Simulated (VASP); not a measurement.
# AgCl (P4/mmm) in VASP: a series of runs, part 2 of 2

VASP 6.6.1. The steps go on from the part before.

## Step 5: Electric field gradients, PBE (zz strain of -3 %)

File INCAR:

```
PREC = Accurate
ENCUT = 520
EDIFF = 1E-8
ISMEAR = -1
SIGMA = 0.01
LREAL = False
LASPH = True
NELM = 80
ALGO = Normal
ISIF = 2
LWAVE = False
LCHARG = False
GGA = PE
LEFG = True
NBANDS = 16
```

File KPOINTS:

```
Automatic mesh
0
Gamma
  9 9 9
```

File POSCAR:

```
AgCl
1.0
    3.4339730000      0.0000000000      0.0000000000
    0.0000000000      3.4339730000      0.0000000000
    0.0000000000      0.0000000000      3.3309538100
Ag Cl
1 1
Direct
    0.0000000000      0.0000000000      0.0000000000
    0.5000000000      0.5000000000      0.5000000000
```

Potentials or basis: VASP PAW PBE potentials, release 64 (Ag, Cl).

The run is started by

```
> cat potpaw_PBE.64/Ag/POTCAR potpaw_PBE.64/Cl/POTCAR > POTCAR
> mpirun -np 1 vasp_std > vasp.out
```

OUTCAR:

```text
PREC = Accurate
   ENCUT = 520
   EDIFF = 1E-8
   ISMEAR = -1
   LREAL = False
   LASPH = True
   NELM = 80
   ISIF = 2
   GGA = PE

 ion  position               nearest neighbor table
   1  0.000  0.000  0.000-   2 2.94   2 2.94   2 2.94   2 2.94   2 2.94   2 2.94   2 2.94   2 2.94

   2  0.500  0.500  0.500-   1 2.94   1 2.94   1 2.94   1 2.94   1 2.94   1 2.94   1 2.94   1 2.94

  LATTYP: Found a simple tetragonal cell.
 ALAT       =     3.4339730000
 C/A-ratio  =     0.9700000000

  Lattice vectors:

 A1 = (   3.4339730000,   0.0000000000,   0.0000000000)
 A2 = (   0.0000000000,   3.4339730000,   0.0000000000)
 A3 = (   0.0000000000,   0.0000000000,   3.3309538100)

Analysis of symmetry for initial positions (statically):
=====================================================================
 Subroutine PRICEL returns:
 Original cell was already a primitive cell.

[... 647 lines left out ...]
  volume of cell :       39.28
      direct lattice vectors                 reciprocal lattice vectors
     3.433973000  0.000000000  0.000000000     0.291207881  0.000000000  0.000000000
     0.000000000  3.433973000  0.000000000     0.000000000  0.291207881  0.000000000
     0.000000000  0.000000000  3.330953810     0.000000000  0.000000000  0.300214310

 POSITION                                       TOTAL-FORCE (eV/Angst)
 -----------------------------------------------------------------------------------
      0.00000      0.00000      0.00000         0.000000      0.000000      0.000000
      1.71699      1.71699      1.66548         0.000000      0.000000      0.000000
 -----------------------------------------------------------------------------------
    total drift:                               -0.000000      0.000000      0.000000

  FREE ENERGIE OF THE ION-ELECTRON SYSTEM (eV)
  ---------------------------------------------------
  free  energy   TOTEN  =        -5.1140251227 eV

  energy  without entropy=       -5.1140251227  energy(sigma->0) =       -5.11402512

 Electric field gradients (V/A^2)
---------------------------------------------------------------------
 ion       V_xx      V_yy      V_zz      V_xy      V_xz      V_yz
---------------------------------------------------------------------
   1      -1.453    -1.453     2.905    -0.000    -0.000    -0.000
   2       7.231     7.231   -14.462     0.000     0.000     0.000
---------------------------------------------------------------------

 Electric field gradients after diagonalization (V/A^2)
 (convention: |V_zz| > |V_xx| > |V_yy|)
----------------------------------------------------------------------
 ion       V_xx      V_yy      V_zz     asymmetry (V_yy - V_xx)/ V_zz
----------------------------------------------------------------------
   1      -1.453    -1.453     2.905       0.000
   2       7.231     7.231   -14.462       0.000
----------------------------------------------------------------------

           NMR quadrupolar parameters

 Cq : quadrupolar parameter    Cq=e*Q*V_zz/h
 eta: asymmetry parameters     (V_yy - V_xx)/ V_zz
 Q  : nuclear electric quadrupole moment in mb (millibarn)
----------------------------------------------------------------------
 ion       Cq(MHz)       eta       Q (mb)
----------------------------------------------------------------------
   1       0.007       0.000       1.000
   2      -0.035       0.000       1.000
----------------------------------------------------------------------
```

OSZICAR:

```text
N       E                     dE             d eps       ncg     rms          rms(c)
DAV:   1     0.984833150376E+02    0.98483E+02   -0.87199E+03  2432   0.103E+03
DAV:   2    -0.204998552312E+01   -0.10053E+03   -0.92295E+02  3048   0.223E+02
DAV:   3    -0.538883842530E+01   -0.33389E+01   -0.33317E+01  2856   0.429E+01
DAV:   4    -0.540956957008E+01   -0.20731E-01   -0.20730E-01  3120   0.373E+00
DAV:   5    -0.540981089014E+01   -0.24132E-03   -0.24132E-03  2960   0.392E-01    0.587E+00
DAV:   6    -0.512644280496E+01    0.28337E+00   -0.35679E-01  2920   0.861E+00    0.392E+00
DAV:   7    -0.511752309094E+01    0.89197E-02   -0.13826E-01  2648   0.248E+00    0.215E+00
DAV:   8    -0.511426123996E+01    0.32619E-02   -0.72125E-03  2920   0.863E-01    0.400E-01
DAV:   9    -0.511399015035E+01    0.27109E-03   -0.69400E-04  3168   0.392E-01    0.535E-02
DAV:  10    -0.511401799234E+01   -0.27842E-04   -0.11602E-04  2904   0.112E-01    0.430E-02
DAV:  11    -0.511402542338E+01   -0.74310E-05   -0.69295E-06  2808   0.224E-02    0.720E-03
DAV:  12    -0.511402517907E+01    0.24430E-06   -0.74130E-07  3024   0.760E-03    0.241E-03
DAV:  13    -0.511402525041E+01   -0.71343E-07   -0.22488E-07  2760   0.319E-03    0.223E-03
DAV:  14    -0.511402513144E+01    0.11898E-06   -0.42249E-08  2840   0.154E-03    0.706E-04
DAV:  15    -0.511402512271E+01    0.87248E-08   -0.39722E-09  1400   0.453E-04
   1 F= -.51140251E+01 E0= -.51140251E+01  d E =-.263900E-14
```

It took 70 s on 1 thread of Intel Xeon 8259CL, shared host; peak memory 0.19 GiB.

Results:

```
Free energy                             : -5.1140 eV
Pressure                                : 1.3 GPa
Band gap on the k mesh                  : 0.57 eV (least direct gap 1.97 eV)
Largest electric field gradient by atom : Ag +2.9; Cl -14.5 V/Å²
```

Electric field gradients, principal values (V/Å²):
| atom | least | middle | greatest (by size) |
| --- | --- | --- | --- |
| 1 Ag | -1.453 | -1.453 | 2.905 |
| 2 Cl | 7.231 | 7.231 | -14.462 |

Caveat: the cell differs from its parent crystal (zz strain of -3 %); without QUAD_EFG the Cq values of the log hold for a quadrupole moment of 1 mb, not for the nuclei; an odd mesh through Γ misses points on the zone boundary, where band edges can lie.

## Step 6: Electric field gradients, PBE (zz strain of -2 %)

File INCAR:

```
ALGO = Normal
EDIFF = 1E-8
ENCUT = 520
GGA = PE
ISIF = 2
ISMEAR = -1
LASPH = True
LCHARG = False
LEFG = True
LREAL = False
LWAVE = False
NBANDS = 16
NELM = 100
PREC = Accurate
SIGMA = 0.01
```

File KPOINTS:

```
k-points
0
Gamma
  9 9 9
```

POSCAR, as its differences from that of step 5:

```diff
@@ -4,3 +4,3 @@
     0.0000000000      3.4339730000      0.0000000000
-    0.0000000000      0.0000000000      3.3309538100
+    0.0000000000      0.0000000000      3.3652935400
 Ag Cl
```

Potentials or basis: VASP PAW PBE potentials, release 64 (Ag, Cl).

The run is started by

```
> cat potpaw_PBE.64/Ag/POTCAR potpaw_PBE.64/Cl/POTCAR > POTCAR
> mpirun -np 1 vasp_std > vasp.out
```

OUTCAR:

```text
EDIFF = 1E-8
   ENCUT = 520
   GGA = PE
   ISIF = 2
   ISMEAR = -1
   LASPH = True
   LREAL = False
   NELM = 100
   PREC = Accurate

 ion  position               nearest neighbor table
   1  0.000  0.000  0.000-   2 2.95   2 2.95   2 2.95   2 2.95   2 2.95   2 2.95   2 2.95   2 2.95

   2  0.500  0.500  0.500-   1 2.95   1 2.95   1 2.95   1 2.95   1 2.95   1 2.95   1 2.95   1 2.95

  LATTYP: Found a simple tetragonal cell.
 ALAT       =     3.4339730000
 C/A-ratio  =     0.9800000000

  Lattice vectors:

 A1 = (   3.4339730000,   0.0000000000,   0.0000000000)
[... 669 lines left out ...]
  ---------------------------------------------------
  free  energy   TOTEN  =        -5.1189769408 eV

  energy  without entropy=       -5.1189769408  energy(sigma->0) =       -5.11897694

 Electric field gradients (V/A^2)
---------------------------------------------------------------------
 ion       V_xx      V_yy      V_zz      V_xy      V_xz      V_yz
---------------------------------------------------------------------
   1      -0.972    -0.972     1.944    -0.000     0.000     0.000
   2       4.750     4.750    -9.500    -0.000    -0.000     0.000
---------------------------------------------------------------------

 Electric field gradients after diagonalization (V/A^2)
 (convention: |V_zz| > |V_xx| > |V_yy|)
----------------------------------------------------------------------
 ion       V_xx      V_yy      V_zz     asymmetry (V_yy - V_xx)/ V_zz
----------------------------------------------------------------------
   1      -0.972    -0.972     1.944       0.000
   2       4.750     4.750    -9.500       0.000
----------------------------------------------------------------------

           NMR quadrupolar parameters

 Cq : quadrupolar parameter    Cq=e*Q*V_zz/h
 eta: asymmetry parameters     (V_yy - V_xx)/ V_zz
 Q  : nuclear electric quadrupole moment in mb (millibarn)
----------------------------------------------------------------------
 ion       Cq(MHz)       eta       Q (mb)
----------------------------------------------------------------------
   1       0.005       0.000       1.000
   2      -0.023       0.000       1.000
----------------------------------------------------------------------
```

Wall time 73 s (1 thread of Intel Xeon 8259CL, shared host); peak memory 0.19 GiB.

What came out:

```yaml
Free_energy: -5.1190 eV
Pressure: 0.7 GPa
Band_gap_on_the_k_mesh: 0.58 eV (least direct gap 2.01 eV)
Largest_electric_field_gradient_by_atom: Ag +1.9; Cl -9.5 V/Å²
```

Electric field gradients, principal values (V/Å²):
```tsv
atom	least	middle	greatest (by size)
1 Ag	-0.972	-0.972	1.944
2 Cl	4.750	4.750	-9.500
```

Caveat: the cell differs from its parent crystal (zz strain of -2 %); without QUAD_EFG the Cq values of the log hold for a quadrupole moment of 1 mb, not for the nuclei; an odd mesh through Γ misses points on the zone boundary, where band edges can lie.

## Step 7: The runs side by side

| cell | gap on the mesh (eV) | pressure (GPa) |
| --- | --- | --- |
| a = 3.434, b = 3.434, c = 3.537 Å, 2 atoms | 0.57 | -1.5 |
| a = 3.503, b = 3.503, c = 3.434 Å, 2 atoms | 0.57 | -1.9 |
| a = 3.331, b = 3.331, c = 3.434 Å, 2 atoms | 0.60 | 3.1 |
| a = 3.434, b = 3.434, c = 3.331 Å, 2 atoms | 0.57 | 1.3 |
| a = 3.434, b = 3.434, c = 3.365 Å, 2 atoms | 0.58 | 0.7 |

Alike in all rows: task electric field gradients; level PBE; potentials or basis VASP PAW PBE potentials, release 64 (Ag, Cl); no spin polarisation; k mesh 9 × 9 × 9; cutoff (eV) 520; smearing fermi-dirac 0.01 eV.

Caveats: an odd mesh through Γ misses points on the zone boundary, where band edges can lie; the cell stands under pressure (at least some runs).

Absolute energies hang on the potentials; compare differences alone.
